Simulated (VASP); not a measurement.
Input of a VASP 6.6.1 run:

File INCAR:

```
SYSTEM = NaMg5Cl11
ALGO = Normal
EDIFF = 1E-6
ENCUT = 520
GGA = PE
GGA_COMPAT = .FALSE.
ISIF = 2
ISMEAR = -1
ISYM = 0
LASPH = .TRUE.
LCHARG = .FALSE.
LREAL = .FALSE.
LWAVE = .FALSE.
NBANDS = 61
NELM = 120
PREC = Accurate
SIGMA = 0.0991
```

File KPOINTS:

```
k-points
0
G
  1 1 1
  0 0 0
```

Contents of POSCAR:

```
NaMg5Cl11
1.0
    7.3358240000     -0.1022000000     -0.1754900000
   -0.1022000000      7.4901820000     -0.1860490000
   -0.1754900000     -0.1860490000      8.0546370000
Na Cl Mg
1 11 5
Direct
    0.6498116741      0.9827431917      0.7279943018
    0.6788561891      0.3119851071      0.7711416405
   -0.0436432257      0.4616832939      0.1078975707
    0.4335388832      0.1892678403      0.2026826077
    0.8517085553      0.1050375184      0.4512064864
    0.8802031483      0.7342791941      0.7233634191
    0.2033439201      0.3227153193      0.5655860949
    0.6687681555      0.8677423429      0.1534002983
    0.6175088772      0.5685582228      0.4533921667
    0.1894636642      0.7952474551      0.2781685844
    1.0573345955      1.0434338081     -0.0306879795
    0.3553306623      0.7650977298      0.8427158971
    0.8884803869      0.4001907690      0.5964342671
    0.3713998281      0.9010676732      0.0664975585
    0.9264483438      0.7500172480      1.0007990899
    0.8408612632      0.1448399145      0.1658020174
    0.3683059110      0.4282097826      0.3723876081
```

Potentials or basis: VASP PAW PBE potentials, release 64 (Na_pv, Cl, Mg).

Command:

```bash
$ cat potpaw_PBE.64/Na_pv/POTCAR potpaw_PBE.64/Cl/POTCAR potpaw_PBE.64/Mg/POTCAR > POTCAR
$ mpirun -np 1 vasp_gam > vasp.out
```

(1) Predict the largest force.

(2) Estimate the pressure.

Answers

(1) 3.638 eV/Å.

(2) 4.7 GPa.

Caveat: the k points lie up to 0.86 Å⁻¹ apart; the atoms stand as in a frame of molecular dynamics.
